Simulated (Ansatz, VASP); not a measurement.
## Two plane-wave programs on TiO2

```
Ti O
1.0
     1.48764    0.85889    5.21486
    -1.48764    0.85889    5.21486
     0.00000   -1.71778    5.21486
Ti O
1 2
Cartesian
  0.0000 0.0000 0.0000
  0.0000 0.0000 9.4772
  0.0000 0.0000 6.1674
```

Alike in both runs: functional r2SCAN; k mesh 4 × 4 × 4; no spin polarisation.

Ansatz relaxed the structure, and its values are those at the end. VASP's run is a single point on that final structure, the one shown.

```csv
,VASP,Ansatz
version,VASP 6.6.1,Ansatz 0.2.0
potentials or method,"VASP PAW PBE potentials, release 64 (Ti_sv, O)","plane waves, norm-conserving potentials"
plane-wave cutoff (eV),520,1290
occupations,"gaussian, width 0.01 eV",fixed
valence electrons in the cell,24,24
```

Ansatz gave:

- gap on the k mesh at the Fermi level (eV): 3.03
- pressure (GPa): 0.0
- rms of the force components (eV/Å): 0.001

Question: Estimate VASP's values.

Answer: gap on the k mesh at the Fermi level (eV): 3.04; pressure (GPa): 1.2; rms of the force components (eV/Å): 0.053.

VASP's potentials were made for PBE, not for r2SCAN.

The k mesh is coarse, so the values compare programs but aren't converged.
